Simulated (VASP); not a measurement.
# MoS2 (P-3m1) in VASP: settings compared

The runs below take MoS2 through single point, with b88 exchange, pbe correlation, PBEsol+D4.

Everything below comes from runs of VASP 6.6.1. Logs are shortened: lines on timing, memory, paths and dates and some standing lists are left out, and cuts for length are marked.

## (1) The cell of the first run

Symmetry: P-3m1, No. 164, trigonal system. Conventional cell: a = 3.227 Å, b = 3.227 Å, c = 6.312 Å, α = 90.00°, β = 90.00°, γ = 120.00°. Mo (site symmetry -3m) has 6 S at 2.42 Å and 6 Mo at 3.23 Å within 3.3 Å. Within 3.3 Å of S (site symmetry 3m) lie 3 Mo at 2.42 Å and 6 S at 3.23 Å.

## (2) Single point, b88 exchange, pbe correlation

INCAR

```
SYSTEM = MoS2
PREC = Accurate ; ENCUT = 500
EDIFF = 1E-6 ; ISMEAR = -1
SIGMA = 0.05 ; LREAL = .False.
LASPH = .True. ; NELM = 120
ALGO = Normal ; ISIF = 2
LWAVE = .False. ; LCHARG = .True.
GGA = LIBXC ; LIBXC1 = GGA_X_B88
LIBXC2 = GGA_C_PBE ; LELF = .True.
LVHAR = .True. ; NBANDS = 20
GGA_COMPAT = .False.
```

KPOINTS

```
regular mesh
0
Gamma
  9 9 4
  0 0 0
```

POSCAR

```
MoS2
1.0
    3.2274645616      0.0000000000      0.0000000000
   -1.6137322808      2.7950663001      0.0000000000
    0.0000000000      0.0000000000      6.3124734200
Mo S
1 2
Direct
    0.0000000000      0.0000000000      0.5000000000
    0.6666666667      0.3333333333      0.7446806800
    0.3333333333      0.6666666667      0.2553193200
```

Potentials or basis: VASP PAW PBE potentials, release 64 (Mo_sv, S).

Started as:

```
$ cat potpaw_PBE.64/Mo_sv/POTCAR potpaw_PBE.64/S/POTCAR > POTCAR
$ mpirun -np 1 vasp_std > vasp.out
```

OUTCAR:

```text
SYSTEM = MoS2
   PREC = Accurate
   ENCUT = 500
   EDIFF = 1E-6
   ISMEAR = -1
   LREAL = .False.
   LASPH = .True.
   NELM = 120
   ISIF = 2
   GGA = LIBXC

 ion  position               nearest neighbor table
   1  0.000  0.000  0.500-   2 2.42   3 2.42   3 2.42   2 2.42   2 2.42   3 2.42
   2  0.667  0.333  0.745-   1 2.42   1 2.42   1 2.42
   3  0.333  0.667  0.255-   1 2.42   1 2.42   1 2.42

  LATTYP: Found a hexagonal cell.
 ALAT       =     3.2274645616
 C/A-ratio  =     1.9558614199

  Lattice vectors:

 A1 = (   3.2274645616,   0.0000000000,   0.0000000000)
 A2 = (  -1.6137322808,   2.7950663001,   0.0000000000)
 A3 = (   0.0000000000,   0.0000000000,   6.3124734200)

Analysis of symmetry for initial positions (statically):
=====================================================================
 Subroutine PRICEL returns:
 Original cell was already a primitive cell.

 Routine SETGRP: Setting up the symmetry group for a
 hexagonal supercell.

 Subroutine GETGRP returns: Found 12 space group operations
 (whereof 12 operations were pure point group operations)
 out of a pool of 24 trial point group operations.

The static configuration has the point symmetry D_3d.

Analysis of symmetry for dynamics (positions and initial velocities):
=====================================================================
 Subroutine PRICEL returns:
 Original cell was already a primitive cell.

 Routine SETGRP: Setting up the symmetry group for a
 hexagonal supercell.

 Subroutine GETGRP returns: Found 12 space group operations
 (whereof 12 operations were pure point group operations)
 out of a pool of 24 trial point group operations.

The dynamic configuration has the point symmetry D_3d.

 Subroutine INISYM returns: Found 12 space group operations
 (whereof 12 operations are pure point group operations),
 and found     1 'primitive' translations

----------------------------------------------------------------------------------------

                                     Primitive cell

  volume of cell :      56.9447

  direct lattice vectors                    reciprocal lattice vectors
     3.227464562  0.000000000  0.000000000     0.309840737  0.178886633  0.000000000
    -1.613732281  2.795066300  0.000000000     0.000000000  0.357773266  0.000000000
     0.000000000  0.000000000  6.312473420     0.000000000  0.000000000  0.158416509

  length of vectors
     3.227464562  3.227464562  6.312473420     0.357773266  0.357773266  0.158416509

  position of ions in fractional coordinates (direct lattice)
     0.000000000  0.000000000  0.500000000
     0.666666667  0.333333333  0.744680680
     0.333333333  0.666666667  0.255319320

  ion indices of the primitive-cell ions
   primitive index   ion index
                 1           1
                 2           2
                 3           3

----------------------------------------------------------------------------------------

 KPOINTS: regular mesh

Automatic generation of k-mesh.
 Grid dimensions read from file:
 generate k-points for:    9    9    4

 Generating k-lattice:

  Cartesian coordinates                     Fractional coordinates (reciprocal lattice)
     0.034426749  0.019876293  0.000000000     0.111111111  0.000000000  0.000000000
     0.000000000  0.039752585  0.000000000     0.000000000  0.111111111  0.000000000
     0.000000000  0.000000000  0.039604127     0.000000000  0.000000000  0.250000000

  Length of vectors
     0.039752585  0.039752585  0.039604127

  Shift w.r.t. Gamma in fractional coordinates (k-lattice)
     0.000000000  0.000000000  0.000000000

 Subroutine IBZKPT returns following result:
 ===========================================

 Found     43 irreducible k-points:

 Following reciprocal coordinates:
            Coordinates               Weight
  0.000000  0.000000  0.000000      1.000000
  0.111111  0.000000  0.000000      6.000000
  0.222222  0.000000  0.000000      6.000000
  0.333333  0.000000  0.000000      6.000000
  0.444444  0.000000  0.000000      6.000000
  0.111111  0.111111  0.000000      6.000000
[... 16 lines left out ...]
  0.222222  0.111111  0.250000     12.000000
 -0.111111  0.333333  0.250000     12.000000
 [... further k-points ...]
   k-points           NKPTS =     43   k-points in BZ     NKDIM =     43   number of bands    NBANDS=     20
   number of dos      NEDOS =    301   number of ions     NIONS =      3
   total plane-waves  NPLWV =  27648
   dimension x,y,z NGX =    24 NGY =   24 NGZ =   48
   dimension x,y,z NGXF=    48 NGYF=   48 NGZF=   96
   ions per type =               1   2
   NGX,Y,Z   is equivalent  to a cutoff of  12.36, 12.36, 12.64 a.u.
   NGXF,Y,Z  is equivalent  to a cutoff of  24.72, 24.72, 25.28 a.u.
 SYSTEM =  MoS2
   PREC   = accura    normal or accurate (medium, high low for compatibility)
   ISTART =      0    job   : 0-new  1-cont  2-samecut
   ICHARG =      2    charge: 1-file 2-atom 10-const
   ISPIN  =      1    spin polarized calculation?
   LNONCOLLINEAR =      F non collinear calculations
   LSORBIT =      F    spin-orbit coupling
   LASPH  =      T    aspherical Exc in radial PAW
   ENCUT  =  500.0 eV  36.75 Ry    6.06 a.u.   5.88  5.88 11.51*2*pi/ulx,y,z
   NELM   =    120;   NELMIN=  2; NELMDL= -5     # of ELM steps
   EDIFF  = 0.1E-05   stopping-criterion for ELM
   LREAL  =      F    real-space projection
   EDIFFG = 0.1E-04   stopping-criterion for IOM
   NSW    =      0    number of steps for IOM
   IBRION =     -1    ionic relax: 0-MD 1-quasi-New 2-CG
   NFREE  =      0    steps in history (QN), initial steepest desc. (CG)
   ISIF   =      2    stress and relaxation
   ISYM   =      2    0-nonsym 1-usesym 2-fastsym
   POTIM  = 0.5000    time-step for ionic-motion
   TEBEG  =    0.0;   TEEND  =   0.0 temperature during run
   PSTRESS=    0.0 pullay stress
   NELECT =      26.0000    total number of electrons
   NUPDOWN=      -1.0000    fix difference up-down
   EMIN   =  10.00;   EMAX   =-10.00  energy-range for DOS
   EFERMI =   0.00;   METHOD = LEGACY
   ISMEAR =    -1;   SIGMA  =   0.05  broadening in eV -4-tet -1-fermi 0-gaus
   EFERMI_NEDOS =   21; number of points for ismear=-14 and -15
   IALGO  =     38    algorithm
   IMIX   =      4    mixing-type and parameters
     AMIX     =   0.40;   BMIX     =  1.00
     AMIX_MAG =   1.60;   BMIX_MAG =  1.00
  volume/ion in A,a.u.               =      18.98       128.09
  Fermi-wavevector in a.u.,A,eV,Ry     =   1.260612  2.382212 21.621610  1.589144
  Thomas-Fermi vector in A             =   2.394113
   LORBIT       =      0    0 simple, 1 ext, 2 COOP (PROOUT), +10 PAW based schemes
   GGA     = LIBXC    functional components
   LHFCALC =     F    Hartree Fock is set to
   AEXX    =    0.0000 exact exchange contribution
   IVDW    =     0    specifies the selected vdW correction
   LEPSILON=     F    determine dielectric tensor
   LRPA    =     F    only Hartree local field effects (RPA)
 non-spin polarized calculation
  energy-cutoff  :      500.00
  volume of cell :       56.94
 maximum number of plane-waves:      1462
   NGX = 11   NGY = 11   NGZ = 23

 number of electron      26.0000001 magnetization

 Free energy of the ion-electron system (eV)
  ---------------------------------------------------
  ext. energy  EPLUGINS =         0.00000000
  ---------------------------------------------------
  free energy    TOTEN  =       -20.58544872 eV

  energy without entropy =      -20.57659102  energy(sigma->0) =      -20.58101987

 E-fermi :   6.8745     XC(G=0): -10.4487

 val. band max:        6.8693871361   @ k =   0.3333   0.2222   0.0000
 cond. band min:       7.0346265414   @ k =  -0.1111   0.3333   0.2500
 fundamental gap:      0.1652394053
 Fermi energy:         6.8745404379

 k-point     1 :       0.0000    0.0000    0.0000
  band No.  band energies     occupation
      1     -54.9232      2.00000
      2     -28.9457      2.00000
      3     -28.9272      2.00000
      4     -28.9272      2.00000
      5      -7.9421      2.00000
      6      -6.5075      2.00000
[... 12 lines left out ...]
     19      13.1280      0.00000
     20      16.4815      0.00000

 k-point     2 :       0.1111    0.0000    0.0000
  band No.  band energies     occupation
      1     -54.9195      2.00000
      2     -28.9657      2.00000
      3     -28.9381      2.00000
      4     -28.9360      2.00000
      5      -7.7583      2.00000
      6      -6.4688      2.00000
[... 12 lines left out ...]
     19      13.8514      0.00000
     20      16.0234      0.00000

 k-point     3 :       0.2222    0.0000    0.0000
  band No.  band energies     occupation
      1     -54.9103      2.00000
      2     -29.0622      2.00000
      3     -28.9583      2.00000
      4     -28.9189      2.00000
      5      -7.2581      2.00000
      6      -6.3626      2.00000
[... 12 lines left out ...]
     19      14.6307      0.00000
     20      15.5602      0.00000

 k-point     4 :       0.3333    0.0000    0.0000
  band No.  band energies     occupation
      1     -54.8997      2.00000
      2     -29.1700      2.00000
      3     -28.9835      2.00000
      4     -28.8970      2.00000
      5      -6.6513      2.00000
      6      -6.1666      2.00000
[... 12 lines left out ...]
     19      13.9851      0.00000
     20      14.8379      0.00000

 k-point     5 :       0.4444    0.0000    0.0000
  band No.  band energies     occupation
      1     -54.8929      2.00000
      2     -29.2395      2.00000
      3     -28.9999      2.00000
      4     -28.8826      2.00000
      5      -6.3863      2.00000
      6      -5.7910      2.00000
[... 12 lines left out ...]
     19      13.6932      0.00000
     20      15.0348      0.00000
[... 353 lines left out ...]
      6      -5.7854      2.00000
[... 12 lines left out ...]
     19      13.3301      0.00000
     20      14.2747      0.00000

 k-point    22 :       0.1111    0.1111    0.2500
  band No.  band energies     occupation
      1     -54.9131      2.00000
      2     -29.0297      2.00000
      3     -28.9552      2.00000
      4     -28.9246      2.00000
      5      -7.3382      2.00000
      6      -6.5050      2.00000
[... 12 lines left out ...]
     19      15.1169      0.00000
     20      15.8001      0.00000

 k-point    23 :       0.2222    0.1111    0.2500
  band No.  band energies     occupation
      1     -54.9032      2.00000
      2     -29.1237      2.00000
      3     -28.9870      2.00000
      4     -28.9041      2.00000
      5      -6.7981      2.00000
      6      -6.3050      2.00000
[... 12 lines left out ...]
     19      14.7083      0.00000
     20      15.8088      0.00000

 k-point    24 :      -0.1111    0.3333    0.2500
  band No.  band energies     occupation
      1     -54.9032      2.00000
      2     -29.1237      2.00000
      3     -28.9870      2.00000
      4     -28.9041      2.00000
      5      -6.7447      2.00000
      6      -6.3715      2.00000
[... 12 lines left out ...]
     19      15.1524      0.00000
     20      15.3623      0.00000

 [... further k-points ...]

------------------------ aborting loop because EDIFF is reached ----------------------------------------

  FORCE on cell =-STRESS in cart. coord.  units (eV):
  Direction    XX          YY          ZZ          XY          YZ          ZX
  --------------------------------------------------------------------------------------
  -------------------------------------------------------------------------------------
  Total        0.0562753      0.0562753      1.0233394     -0.0000000      0.0000000      0.0000000
  in kB        1.5833447      1.5833447     28.7923509     -0.0000000      0.0000000      0.0000000
  external PRESSURE =      10.6530134 kB  Pullay stress =       0.0000000 kB

 VOLUME and BASIS-vectors are now :
 -----------------------------------------------------------------------------
  energy-cutoff  :      500.00
  volume of cell :       56.94
      direct lattice vectors                 reciprocal lattice vectors
     3.227464562  0.000000000  0.000000000     0.309840737  0.178886633  0.000000000
    -1.613732281  2.795066300  0.000000000     0.000000000  0.357773266  0.000000000
     0.000000000  0.000000000  6.312473420     0.000000000  0.000000000  0.158416509

 POSITION                                       TOTAL-FORCE (eV/Angst)
 -----------------------------------------------------------------------------------
      0.00000      0.00000      3.15624        -0.000000      0.000000     -0.000000
      1.61373      0.93169      4.70078        -0.000000      0.000000      0.247904
     -0.00000      1.86338      1.61170         0.000000     -0.000000     -0.247904
 -----------------------------------------------------------------------------------
    total drift:                                0.000000     -0.000000      0.000000

  FREE ENERGIE OF THE ION-ELECTRON SYSTEM (eV)
  ---------------------------------------------------
  free  energy   TOTEN  =       -20.5854487211 eV

  energy  without entropy=      -20.5765910161  energy(sigma->0) =      -20.58101987
```

Wall time 17 s (1 thread of Intel Xeon 6975P-C (Granite Rapids), shared host); peak memory 0.19 GiB.

Results:

| Property | Result |
| --- | --- |
| Free energy | -20.5854 eV |
| Pressure | 1.1 GPa |
| Largest force | 0.248 eV/Å |
| Band gap on the k mesh | zero (bands 13 and 14 overlap by 1.03 eV) |

Forces in eV/Å, atoms in the order of the input:
```
Mo   0.000  0.000  0.000
S    0.000  0.000  0.248
S    0.000  0.000 -0.248
```

Caveat: the PAW data sets were made with another functional, which shifts forces and pressure a little.

## (3) Single point, PBEsol+D4

This run uses another cell than the first one, of 16.28 Å³/atom.

INCAR

```
SYSTEM = MoS2
  PREC = Accurate
  ENCUT = 520
  EDIFF = 1E-6
  ISMEAR = -1
  SIGMA = 0.05
  LREAL = .False.
  LASPH = .True.
  NELM = 100
  ALGO = Normal
  ISIF = 2
  LWAVE = .False.
  LCHARG = .True.
  GGA = PS
  IVDW = 13
  LELF = .True.
  LVHAR = .True.
  NBANDS = 20
```

KPOINTS is that of step 2.

POSCAR

```
MoS2
1.0
    3.1444459589      0.0000000000      0.0000000000
   -1.5722229795      2.7231700812      0.0000000000
    0.0000000000      0.0000000000      5.7053649715
Mo S
1 2
Direct
    0.0000000000      0.0000000000      0.5000000000
    0.6666666667      0.3333333333      0.7754606600
    0.3333333333      0.6666666667      0.2245393400
```

Potentials or basis: VASP PAW PBE potentials, release 64 (Mo_sv, S).

Started as:

```
$ cat potpaw_PBE.64/Mo_sv/POTCAR potpaw_PBE.64/S/POTCAR > POTCAR
$ mpirun -np 1 vasp_std > vasp.out
```

Wall time 48 s (1 thread of Intel Xeon 8259CL, shared host); peak memory 0.18 GiB.

The run converged. Its results:

| Property | Result |
| --- | --- |
| Free energy | -23.4032 eV |
| Pressure | 0.1 GPa |
| Band gap on the k mesh | zero (bands 13 and 14 overlap by 1.22 eV) |
| Dispersion energy per atom | -0.267 eV |

Levels at points of the mesh, in eV from the Fermi level:
| k point | band 10 | band 11 | band 12 | band 13 | band 14 | band 15 | band 16 | band 17 |
| --- | --- | --- | --- | --- | --- | --- | --- | --- |
| (0.00, 0.00, 0.00) | -1.59 | -1.06 | -0.93 | -0.93 | -0.07 | -0.07 | 2.97 | 2.97 |
| (0.00, 0.00, 0.50) | -3.94 | -0.96 | -0.96 | -0.37 | -0.37 | 0.21 | 3.58 | 3.58 |

Caveat: the PAW data sets were made with another functional, which shifts forces and pressure a little.
